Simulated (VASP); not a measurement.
WSe2: single point with PBEsol

Crystal: WSe2.

```
W Se
1.0
     3.27208    0.00000    0.00000
    -1.63604    2.83370    0.00000
     0.00000    0.00000   13.09144
W Se
2 4
Direct
  0.66667 0.33333 0.75000
  0.33333 0.66667 0.25000
  0.33333 0.66667 0.87781
  0.66667 0.33333 0.37781
  0.33333 0.66667 0.62219
  0.66667 0.33333 0.12219
```

This cell differs from its parent crystal: uniaxial strain along c: -1.0 %, then relaxed in part.

```json
{"Program": "VASP 6.6.1", "Task": "single point", "Functional": "PBEsol", "Potentials or basis": "VASP PAW PBE potentials, release 64 (W_sv, Se)", "Cutoff": "520 eV", "k mesh": "12 × 12 × 2", "Occupations": "gaussian, width 0.02 eV", "Spin": "no spin polarisation"}
```

* Pressure: 0.5 GPa
* Largest force: 0.061 eV/Å
* Band gap on the k mesh: 0.99 eV (least direct gap 1.58 eV)

Forces on the atoms (eV/Å):
```
W    0.000  0.000  0.000
W    0.000  0.000  0.000
Se   0.000  0.000  0.061
Se   0.000  0.000  0.061
Se   0.000  0.000 -0.061
Se   0.000  0.000 -0.061
```

Stress tensor (GPa, compression positive):
```
0.37 0.00 0.00
0.00 0.37 0.00
0.00 0.00 0.83
```

Levels at points of the mesh, in eV from the valence-band top:
```tsv
k point	band 24	band 25	band 26	band 27	band 28	band 29
(0.00, 0.00, 0.00)	-1.13	-1.13	0.00	2.75	2.75	2.80
(0.50, 0.00, 0.00)	-1.26	-1.25	-1.03	2.23	2.27	2.37
(0.00, 0.00, 0.50)	-1.45	-0.23	-0.23	2.76	2.76	2.76
(0.50, 0.00, 0.50)	-1.32	-1.14	-1.14	2.25	2.25	2.59
```

It took 68 s on 1 thread of AMD EPYC 9R45 96-Core Processor (Zen 5) (shared host), peak memory 0.27 GiB.

Caveat: the cell differs from its parent crystal (uniaxial strain along c: -1.0 %, then relaxed in part); the PAW data sets were made with another functional, which shifts forces and pressure a little; spin-orbit coupling is left out, which moves the levels of the heavy elements; this functional lacks dispersion, which binds the layers, so the pressure and a relaxed spacing across them are unreliable. A k mesh can miss the band edges.
